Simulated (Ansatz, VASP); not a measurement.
## MgO in VASP and in Ansatz

```
CELL_PARAMETERS angstrom
0.00000 2.09700 2.09700
2.09700 0.00000 2.09700
2.09700 2.09700 0.00000
ATOMIC_POSITIONS crystal
Mg 0.00000 0.00000 0.00000
O 0.50000 0.50000 0.50000
```

Alike in both runs: task relaxation of cell and atoms; functional PBE; k mesh 11 × 11 × 11; occupations fermi-dirac, width 0.05 eV; no spin polarisation.

|  | VASP | Ansatz |
| --- | --- | --- |
| version | VASP 6.6.1 | Ansatz 0.2.0 |
| potentials or method | VASP PAW PBE potentials, release 64 (Mg, O), cutoff 600 eV | all-electron LAPW, scalar-relativistic |

```tsv
	VASP	Ansatz	Ansatz less VASP
relaxed volume (Å³/atom)	9.56	9.63	+0.063
relaxed cell length with the largest relative difference (Å)	3.002	3.008	+0.0065
```

Ansatz ran all-electron here, and VASP with PAW potentials.
